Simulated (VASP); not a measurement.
# NaH: single point with PBE

Crystal: NaH.

```
CELL_PARAMETERS angstrom
0.00000 2.55638 2.55638
2.55638 0.00000 2.55638
2.55638 2.55638 0.00000
ATOMIC_POSITIONS crystal
Na 0.00000 0.00000 0.00000
H 0.25000 0.25000 0.25000
```

This cell differs from its parent crystal: volume changed by -6%.

```yaml
Program: VASP 6.6.1
Task: single point
Functional: PBE
Potentials_or_basis: VASP PAW PBE potentials, release 64 (Na_pv, H)
Cutoff: 520 eV
k_mesh: 8 × 8 × 8
Occupations: gaussian, width 0.01 eV
Spin: no spin polarisation
Dipole_correction: no
Further_INCAR_settings: ALGO = Normal; EDIFF = 1e-06; NBANDS = 11
```

| Quantity | Value |
| --- | --- |
| Pressure | 1.2 GPa |
| Band gap on the k mesh | 3.65 eV, indirect (least direct gap 4.38 eV) |

Levels at points of the mesh, in eV from the valence-band top:
| k point | band 1 | band 2 | band 3 | band 4 | band 5 | band 6 | band 7 | band 8 |
| --- | --- | --- | --- | --- | --- | --- | --- | --- |
| (0.00, 0.00, 0.00) | -21.91 | -21.91 | -21.91 | -2.96 | 8.47 | 13.62 | 13.62 | 13.62 |
| (0.50, 0.00, 0.00) | -21.97 | -21.92 | -21.92 | -0.74 | 3.65 | 10.99 | 12.87 | 12.87 |
| (0.50, 0.50, 0.00) | -21.97 | -21.93 | -21.93 | -0.08 | 5.11 | 7.58 | 9.99 | 9.99 |

Wall time 8.1 s on 1 thread of Intel(R) Xeon(R) Platinum 8259CL CPU @ 2.50GHz (Skylake/Cascade Lake) (shared host), peak memory 0.15 GiB.

 A k mesh can miss the band edges.
